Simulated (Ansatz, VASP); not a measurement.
## Two plane-wave programs on AlGaN2

File INCAR:

```
SYSTEM = AlGaN2
ALGO = Normal ; EDIFF = 1E-6
ENCUT = 520 ; ISIF = 2
ISMEAR = 0 ; LASPH = .TRUE.
LCHARG = .FALSE. ; LREAL = .FALSE.
LWAVE = .FALSE. ; NBANDS = 21
NELM = 80 ; PREC = Accurate
SIGMA = 0.02
```

The input KPOINTS:

```
k-points
0
G
  8 8 6
  0 0 0
```

POSCAR

```
AlGaN2
1.0
    3.0529807377      0.0000000000      0.0000000000
    0.0000000000      3.0529807377      0.0000000000
    0.0000000000      0.0000000000      4.4789940914
Al Ga N
1 1 2
Direct
    0.5000000000      0.5000000000      0.5000000000
    0.0000000000      0.0000000000      0.0000000000
    0.5000000000      0.0000000000      0.7405876473
    0.0000000000      0.5000000000      0.2594123527
```

Input for Ansatz:

```yaml
crystal:
  lattice:
    - [3.0529807377, 0.0, 0.0]
    - [0.0, 3.0529807377, 0.0]
    - [0.0, 0.0, 4.4789940914]
  atoms:
    - { symbol: Al, position: [0.5, 0.5, 0.5] }
    - { symbol: Ga, position: [0.0, 0.0, 0.0] }
    - { symbol: "N", position: [0.5, 0.0, 0.7405876473] }
    - { symbol: "N", position: [0.0, 0.5, 0.2594123527] }
basis:
  ecutwfc: 420
kpoints:
  mp_grid: { grid: [8, 8, 6] }
  band_path: { path: [VBM, CBM], npoints: 2 }
hamiltonian:
  xc: lda
scf:
  occupations: { method: gaussian, width: 0.02 }
output:
  forces: true
  stress: true
  eigenvalues: true
checkpoint:
  read: start.run
  write: ck
  compress: false
  write_wavefunctions: false
  write_every: 100000
```

Alike in both runs: task single point; functional LDA; k mesh 8 × 8 × 6; occupations gaussian, width 0.02 eV; no spin polarisation.

|  | VASP | Ansatz |
| --- | --- | --- |
| version | VASP 6.6.1 | Ansatz 0.2.0 |
| potentials or method | VASP PAW LDA potentials, release 64 (Al, Ga_d, N), cutoff 520 eV | scalar-relativistic, plane waves, PAW |
| valence electrons in the cell | 26 | 26 |

```csv
,VASP,Ansatz,Ansatz less VASP
gap on the k mesh at the Fermi level (eV),3.11,3.13,+0.018
least direct gap on the mesh (eV),3.14,3.13,-0.011
pressure (GPa),5.0,4.0,-0.96
"traceless stress, the component that is largest in VASP (GPa)",-3.97,-4.02,-0.050
rms of the force components (eV/Å),0.013,0.000,-0.0128
```

LDA's correlation is that of Perdew and Zunger in VASP and of Perdew and Wang (1992) in Ansatz. Atom by atom the forces differ by 0.013 eV/Å (rms over components).
